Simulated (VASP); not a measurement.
Runs of VASP 6.6.1 on Re. The structure is hexagonal, space group P6_3/mmc (No. 194). Conventional cell: a = 2.760 Å, b = 2.760 Å, c = 4.457 Å, α = 90.00°, β = 90.00°, γ = 120.00°. Within 3.6 Å of Re (site symmetry -6m2) lie 12 Re at 2.74 to 2.76 Å. 

```csv
k mesh,smearing,gap on the mesh (eV),pressure (GPa)
13 × 13 × 7,fermi-dirac 0.2 eV,none,0.7
6 × 6 × 4,fermi-dirac 0.1 eV,none,(b)
13 × 13 × 7,fermi-dirac 0.1 eV,none,(c)
13 × 13 × 7,fermi-dirac 0.3 eV,none,1.6
11 × 11 × 6,fermi-dirac 0.1 eV,none,0.2
5 × 5 × 3,fermi-dirac 0.1 eV,none,-1.9
13 × 13 × 7,fermi-dirac 0.01 eV,none,(a)
3 × 3 × 2,fermi-dirac 0.1 eV,none,9.9
```

Alike in all rows: task single point; level r2SCAN; potentials or basis VASP PAW PBE potentials, release 64 (Re); no spin polarisation; cell as given; cutoff (eV) 520.

Q: Estimate the missing entries.

A: (a) -0.1; (b) 0.4; (c) 0.1.

Caveats: some runs use coarse meshes; the PAW data sets were made with another functional, which shifts forces and pressure a little; spin-orbit coupling is left out, which moves the levels of the heavy elements.

A k mesh can miss the band edges, and the runs leave out spin-orbit coupling on Re.

A gap of «none» marks levels without a gap at the run's occupations.
